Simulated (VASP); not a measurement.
Here is a VASP 6.6.1 calculation.

Contents of INCAR:

```
ALGO = Normal
EDIFF = 1E-6
ENCUT = 520
ISIF = 2
ISMEAR = 0
LASPH = T
LCHARG = F
LREAL = F
LWAVE = F
NBANDS = 16
NELM = 60
PREC = Accurate
SIGMA = 0.1
```

KPOINTS

```
k-points
0
Gamma
  10 10 14
```

The input POSCAR:

```
Al2Cu
1.0
    4.0425050873      0.0000000000      0.0000000000
    0.0000000000      4.0425050873      0.0000000000
    0.0000000000      0.0000000000      2.8219637272
Al Cu
2 1
Direct
    0.5000000000      0.0000000000      0.5000000000
    0.0000000000      0.5000000000      0.5000000000
    0.0000000000      0.0000000000      0.0000000000
```

Potentials or basis: VASP PAW LDA potentials, release 64 (Al, Cu).

Run with:

```sh
$ cat potpaw_LDA.64/Al/POTCAR potpaw_LDA.64/Cu/POTCAR > POTCAR
$ mpirun -np 1 vasp_std > vasp.out
```

Question: Estimate the band gap on the k mesh.

Answer: Zero (an odd number of electrons rules out a gap without spin polarisation).

Question: What does it give for the pressure?

Answer: 0.2 GPa.
